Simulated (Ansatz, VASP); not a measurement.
# One calculation of SnO, two programs

```
CELL_PARAMETERS angstrom
3.82015 0.00030 0.00000
-0.00031 3.82015 0.00000
0.00000 0.00000 22.22608
ATOMIC_POSITIONS crystal
Sn 0.99995 0.99995 0.20246
Sn 0.49995 0.49995 0.30878
Sn 0.99995 0.99995 0.48875
Sn 0.49995 0.49995 0.59507
O 0.99995 0.49995 0.25562
O 0.49995 0.99995 0.25562
O 0.99994 0.49994 0.54191
O 0.49994 0.99994 0.54191
```

Alike in both runs: task single point; functional PBE; dispersion D3(BJ); k mesh 7 × 7 × 1; occupations gaussian, width 0.05 eV; no spin polarisation.

```csv
,VASP,Ansatz
version,VASP 6.6.1,Ansatz 0.2.0
potentials or method,"VASP PAW PBE potentials, release 64 (Sn_d, O), cutoff 520 eV","scalar-relativistic, plane waves, PAW"
valence electrons in the cell,80,80
```

```csv
,VASP,Ansatz,Ansatz less VASP
gap on the k mesh at the Fermi level (eV),2.54,2.58,+0.044
least direct gap on the mesh (eV),2.55,2.60,+0.045
rms of the force components (eV/Å),0.061,0.030,-0.0308
```

Ansatz's warnings: structure snapped to symmetry.
